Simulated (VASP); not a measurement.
# BN (P6_3/mmc) in VASP: a series of runs, part 2 of 2

VASP 6.6.1. The steps go on from the part before.

## (3) Relaxation of cell and atoms, PBE+D3(BJ), target pressure 5 GPa, at which the enthalpy is minimised

This run uses another cell than the first one, of 9.00 Å³/atom, 1.020 times its volume.

File INCAR:

```
  ALGO = Normal
  EDIFF = 1E-7
  EDIFFG = -0.001
  ENCUT = 600
  GGA = PE
  GGA_COMPAT = False
  IBRION = 2
  ISIF = 3
  ISMEAR = 0
  IVDW = 12
  LASPH = True
  LCHARG = False
  LREAL = False
  LWAVE = False
  NELM = 120
  NELMIN = 4
  NSW = 80
  PREC = Accurate
  PSTRESS = 50.0
  SIGMA = 0.01
```

File KPOINTS:

```
k-points
0
Gamma
  12 12 4
```

File POSCAR:

```
BN
1.0
    2.5064254170      0.0000000000      0.0000000000
   -1.2532127085      2.1706280838      0.0000000000
    0.0000000000      0.0000000000      6.6141239511
B N
2 2
Direct
    0.3333333333      0.6666666667      0.2500000000
    0.6666666667      0.3333333333      0.7500000000
    0.3333333333      0.6666666667      0.7500000000
    0.6666666667      0.3333333333      0.2500000000
```

Potentials or basis: VASP PAW PBE potentials, release 64 (B, N).

Started as:

```
cat potpaw_PBE.64/B/POTCAR potpaw_PBE.64/N/POTCAR > POTCAR
mpirun -np 1 vasp_std > vasp.out
```

OUTCAR:

```text
EDIFF = 1E-7
   EDIFFG = -0.001
   ENCUT = 600
   GGA = PE
   IBRION = 2
   ISIF = 3
   ISMEAR = 0
   IVDW = 12
   LASPH = True
   LREAL = False
   NELM = 120
   NELMIN = 4
   NSW = 80
   PREC = Accurate
   PSTRESS = 50.0
 IVDW          = 12

 ion  position               nearest neighbor table
   1  0.333  0.667  0.250-   4 1.45   4 1.45   4 1.45
   2  0.667  0.333  0.750-   3 1.45   3 1.45   3 1.45
   3  0.333  0.667  0.750-   2 1.45   2 1.45   2 1.45
   4  0.667  0.333  0.250-   1 1.45   1 1.45   1 1.45

  LATTYP: Found a hexagonal cell.
 ALAT       =     2.5064254170
 C/A-ratio  =     2.6388672514

  Lattice vectors:

 A1 = (   2.5064254170,   0.0000000000,   0.0000000000)
 A2 = (  -1.2532127085,   2.1706280838,   0.0000000000)
 A3 = (   0.0000000000,   0.0000000000,   6.6141239511)

Analysis of symmetry for initial positions (statically):
=====================================================================
 Subroutine PRICEL returns:
 Original cell was already a primitive cell.

 Routine SETGRP: Setting up the symmetry group for a
 hexagonal supercell.

 Subroutine GETGRP returns: Found 24 space group operations
 (whereof 12 operations were pure point group operations)
 out of a pool of 24 trial point group operations.

The static configuration has the point symmetry D_3d.
 The point group associated with its full space group is D_6h.

Analysis of symmetry for dynamics (positions and initial velocities):
=====================================================================
 Subroutine PRICEL returns:
 Original cell was already a primitive cell.

 Routine SETGRP: Setting up the symmetry group for a
 hexagonal supercell.

 Subroutine GETGRP returns: Found 24 space group operations
 (whereof 12 operations were pure point group operations)
 out of a pool of 24 trial point group operations.

The dynamic configuration has the point symmetry D_3d.
 The point group associated with its full space group is D_6h.

 Subroutine INISYM returns: Found 24 space group operations
 (whereof 12 operations are pure point group operations),
 and found     1 'primitive' translations

----------------------------------------------------------------------------------------
[... 123 lines left out ...]
   LHFCALC =     F    Hartree Fock is set to
   AEXX    =    0.0000 exact exchange contribution
   IVDW    =    12    specifies the selected vdW correction
   LEPSILON=     F    determine dielectric tensor
   LRPA    =     F    only Hartree local field effects (RPA)
 conjugate gradient relaxation of ions
 non-spin polarized calculation
 Gauss-broadening in eV      SIGMA  =   0.01
  energy-cutoff  :      600.00
  volume of cell :       35.98
 maximum number of plane-waves:      1224
 NGX is ok and might be reduce to    20
   NGX =  9   NGY =  9   NGZ = 27

--------------------------------------- Ionic step        1  -------------------------------------------

 number of electron      15.9999998 magnetization

 Free energy of the ion-electron system (eV)
  ---------------------------------------------------
  ext. energy  EPLUGINS =         0.00000000
  ---------------------------------------------------
  free energy    TOTEN  =       -35.15802919 eV

  energy without entropy =      -35.15802919  energy(sigma->0) =      -35.15802919

------------------------ aborting loop because EDIFF is reached ----------------------------------------

 Edisp (eV)   -0.56621

 E8    (eV) :    -0.1659
[... 119 lines left out ...]
  energy  without entropy=      -35.7131111546  energy(sigma->0) =      -35.71311115

  enthalpy is  TOTEN    =       -34.6133343340 eV   P V=        1.0997768205

[... ionic steps 4 to 11 ...]

--------------------------------------- Ionic step       12  -------------------------------------------

 number of electron      15.9999997 magnetization

------------------------ aborting loop because EDIFF is reached ----------------------------------------
[... 83 lines left out ...]
--------------------------------------- Ionic step       14  -------------------------------------------

 number of electron      15.9999997 magnetization

 Free energy of the ion-electron system (eV)
  ---------------------------------------------------
  ext. energy  EPLUGINS =         0.00000000
  ---------------------------------------------------
  free energy    TOTEN  =       -35.03418860 eV

  energy without entropy =      -35.03418860  energy(sigma->0) =      -35.03418860

 E-fermi :   3.4364     XC(G=0): -10.7936

 val. band max:        3.3196684013   @ k =   0.3333   0.2500   0.0000
 cond. band min:       7.4181971238   @ k =   0.5000   0.0000   0.0000
 fundamental gap:      4.0985287225
 Fermi energy:         3.4363502131

 k-point     1 :       0.0000    0.0000    0.0000
  band No.  band energies     occupation
      1     -14.7965      2.00000
      2     -14.1667      2.00000
      3      -3.5835      2.00000
      4      -0.1418      2.00000
      5       1.8913      2.00000
      6       1.8913      2.00000
      7       1.9925      2.00000
      8       1.9926      2.00000
      9       9.3420      0.00000
     10      14.7754      0.00000
     11      14.7754      0.00000
     12      14.8092      0.00000
[... 331 lines left out ...]
 k-point    24 :       0.3333    0.0000    0.2500
  band No.  band energies     occupation
      1     -12.6896      2.00000
      2     -12.3623      2.00000
      3      -3.7306      2.00000
      4      -3.5787      2.00000
      5      -0.3847      2.00000
      6      -0.3449      2.00000
      7      -0.2733      2.00000
      8       1.6458      2.00000
      9       9.9459      0.00000
     10      11.0810      0.00000
     11      12.8158      0.00000
     12      13.4999      0.00000

 [... further k-points ...]

------------------------ aborting loop because EDIFF is reached ----------------------------------------

 Edisp (eV)   -0.64495

 E8    (eV) :    -0.1910
[... 31 lines left out ...]
  energy  without entropy=      -35.6791397079  energy(sigma->0) =      -35.67913971

  enthalpy is  TOTEN    =       -34.6740052705 eV   P V=        1.0051344374

 reached required accuracy - stopping structural energy minimisation
```

OSZICAR:

```text
N       E                     dE             d eps       ncg     rms          rms(c)
DAV:   1     0.701264769092E+02    0.70126E+02   -0.88903E+03  1368   0.137E+03
DAV:   2    -0.338771918263E+02   -0.10400E+03   -0.94122E+02  1952   0.289E+02
DAV:   3    -0.386423621935E+02   -0.47652E+01   -0.47275E+01  1736   0.653E+01
[... 116 lines left out ...]
       N       E                     dE             d eps       ncg     rms          rms(c)
DAV:   1    -0.350341903207E+02   -0.36618E-03   -0.43351E-05  1476   0.719E-02    0.882E-03
DAV:   2    -0.350341887886E+02    0.15321E-05   -0.31775E-06  1652   0.174E-02    0.296E-03
DAV:   3    -0.350341886522E+02    0.13641E-06   -0.41447E-07  1428   0.596E-03    0.943E-04
DAV:   4    -0.350341885979E+02    0.54370E-07   -0.28127E-08   700   0.186E-03
  14 F= -.34674005E+02 E0= -.34674005E+02  d E =-.197148E-06
```

CONTCAR:

```text
BN
   1.00000000000000
     2.4959595162356587   -0.0000000000000000    0.0000000000000000
    -1.2479797581178294    2.1615643478599460    0.0000000000000000
     0.0000000000000000    0.0000000000000000    5.9697896036130658
  B               N
     2     2
Direct
     0.3333333332999970    0.6666666667000030    0.2500000000000000
     0.6666666667000030    0.3333333332999970    0.7500000000000000
     0.3333333332999970    0.6666666667000030    0.7500000000000000
     0.6666666667000030    0.3333333332999970    0.2500000000000000

  0.00000000E+00  0.00000000E+00  0.00000000E+00
  0.00000000E+00  0.00000000E+00  0.00000000E+00
  0.00000000E+00  0.00000000E+00  0.00000000E+00
  0.00000000E+00  0.00000000E+00  0.00000000E+00
```

Wall time 4.5 min (1 thread of Intel Xeon 8259CL, shared host); peak memory 0.18 GiB.

Results:

- Free energy: -35.6791 eV
- Relaxed volume: 8.05 Å³/atom
- Relaxed cell: a = 2.496 Å, b = 2.496 Å, c = 5.970 Å, α = 90.00°, β = 90.00°, γ = 120.00°
- Space group after relaxing (to 0.05 Å): P6_3/mmc (No. 194)
- Energy change on relaxing (the enthalpy is what falls): +11.3 meV/atom
- Ionic steps: 14
- Pressure after relaxing: 5.0 GPa
- Band gap on the k mesh: 4.10 eV, indirect (least direct gap 4.38 eV)
- Dispersion energy per atom: -0.161 eV

The path:
| step | energy change (eV) | largest force (eV/Å) | pressure (GPa) | volume (Å³) |
| --- | --- | --- | --- | --- |
| 1 | 0.0000 | 0.0000 | -0.10 | 35.98 |
| 2 | 0.0460 | 0.0000 | 10.64 | 34.51 |
| 3 | 0.0111 | 0.0000 | 5.07 | 35.24 |
| 4 | 0.0109 | 0.0000 | 5.07 | 34.62 |
| 5 | 0.0314 | 0.0000 | 5.47 | 32.75 |
| 6 | 0.0546 | 0.0000 | 5.91 | 31.92 |
| 7 | 0.0473 | 0.0000 | 5.78 | 32.15 |
| 8 | 0.0384 | 0.0000 | 2.04 | 32.52 |
| 9 | 0.0446 | 0.0000 | 5.00 | 32.22 |
| 10 | 0.0446 | 0.0000 | 4.98 | 32.22 |
| 11 | 0.0447 | 0.0000 | 4.98 | 32.22 |
| 12 | 0.0451 | 0.0000 | 4.99 | 32.21 |
| 13 | 0.0453 | 0.0000 | 5.07 | 32.20 |
| 14 | 0.0451 | 0.0000 | 5.00 | 32.21 |

Final structure:
```
B N
1.0
     2.49596    0.00000    0.00000
    -1.24798    2.16156    0.00000
     0.00000    0.00000    5.96979
B N
2 2
Cartesian
  0.0000 1.4410 1.4924
  1.2480 0.7205 4.4773
  0.0000 1.4410 4.4773
  1.2480 0.7205 1.4924
```

Caveat: the cell is relaxed towards a set pressure, so the enthalpy falls and the energy may rise. PBE gaps usually lie below the measured ones, often by a third to a half.
